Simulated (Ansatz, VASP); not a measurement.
Two plane-wave programs on Mg2ZnS3

```
CELL_PARAMETERS angstrom
3.44141 0.00000 0.00000
0.00000 3.53857 0.00000
0.00000 0.00000 9.85076
ATOMIC_POSITIONS crystal
Mg 0.00000 0.00000 0.96784
Mg 0.00000 0.50000 0.63903
Zn 0.50000 0.00000 0.31739
S 0.50000 0.50000 0.85318
S 0.50000 0.50000 0.17554
S 0.50000 0.00000 0.54702
```

Change from the starting cell: species swapped into the Nd2In3Cu type (Pmm2, No. 25).

Alike in both runs: task relaxation of cell and atoms; functional PBE; k mesh 6 × 6 × 2; occupations gaussian, width 0.1 eV; no spin polarisation.

|  | VASP | Ansatz |
| --- | --- | --- |
| version | VASP 6.6.1 | Ansatz 0.2.0 |
| potentials or method | VASP PAW PBE potentials, release 64 (Mg, Zn, S), cutoff 600 eV | scalar-relativistic, plane waves, PAW |
| valence electrons in the cell | 34 | 50 |

VASP gave:

| Property | Result |
| --- | --- |
| gap on the k mesh at the Fermi level, each at its own relaxed structure (eV) | 0.14 |
| relaxed volume (Å³/atom) | 19.93 |
| relaxed length of the cell vector where the two differ most in proportion (Å) | 3.528 |

Problem. Estimate Ansatz's values.

Solution. gap on the k mesh at the Fermi level, each at its own relaxed structure (eV): 0.13; relaxed volume (Å³/atom): 19.99; relaxed length of the cell vector where the two differ most in proportion (Å): 3.539.

VASP's potentials hold 34 valence electrons a cell and Ansatz's 50, so a difference there can come from the potentials and not from the codes.
